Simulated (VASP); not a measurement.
A run of VASP 6.6.1:

File POSCAR:

```
MgF2
1.0
    4.6259220100      0.0000000000      0.0000000000
    0.0000000000      4.6259220100      0.0000000000
    0.0000000000      0.0000000000      3.0493542700
Mg F
2 4
Direct
    0.0000000000      0.0000000000      0.0000000000
    0.5000000000      0.5000000000      0.5000000000
    0.3029444600      0.3029444600      0.0000000000
    0.1970555400      0.8029444600      0.5000000000
    0.6970555400      0.6970555400      0.0000000000
    0.8029444600      0.1970555400      0.5000000000
```

INCAR.step1

```
ALGO     = Normal         # electronic algorithm
EDIFF    = 1E-5           # SCF threshold, eV
ENCUT    = 660            # plane-wave cutoff, eV
GGA      = PE             # functional
GGA_COMPAT= False        
ISMEAR   = -1             # smearing method
LASPH    = True           # aspherical terms in the spheres
LCHARG   = False          # write CHGCAR
LREAL    = False          # projectors in reciprocal space
LWAVE    = True           # write WAVECAR
NBANDS   = 25             # bands
NELM     = 120            # most SCF steps
PREC     = Accurate       # precision mode
SIGMA    = 0.02           # smearing width, eV
```

File INCAR.step2:

```
ALGO     = Normal         # electronic algorithm
EDIFF    = 1E-6           # SCF threshold, eV
ENCUT    = 660            # plane-wave cutoff, eV
GGA_COMPAT= False        
ISIF     = 2              # what is computed and relaxed
ISMEAR   = -1             # smearing method
ISTART   = 1            
LASPH    = True           # aspherical terms in the spheres
LCHARG   = False          # write CHGCAR
LMIXTAU  = True         
LREAL    = False          # projectors in reciprocal space
LWAVE    = False          # write WAVECAR
METAGGA  = R2SCAN         # meta-GGA
NBANDS   = 25             # bands
NELM     = 120            # most SCF steps
PREC     = Accurate       # precision mode
SIGMA    = 0.02           # smearing width, eV
```

File KPOINTS:

```
k-points
0
Gamma
  6 6 10
```

Potentials or basis: VASP PAW PBE potentials, release 64 (Mg, F).

Command:

```console
$ cat potpaw_PBE.64/Mg/POTCAR potpaw_PBE.64/F/POTCAR > POTCAR
$ cp INCAR.step1 INCAR
$ mpirun -np 1 vasp_std > vasp.out
$ cp INCAR.step2 INCAR
$ mpirun -np 1 vasp_std > vasp.out
```

Hardware: 1 thread of Intel(R) Xeon(R) 6975P-C (Granite Rapids) (shared host).

Question: Estimate the wall time of this run.

Answer: It took 2.8 min on 1 thread of Intel(R) Xeon(R) 6975P-C (Granite Rapids) (shared host), peak memory 0.28 GiB. Counts: k points 60.
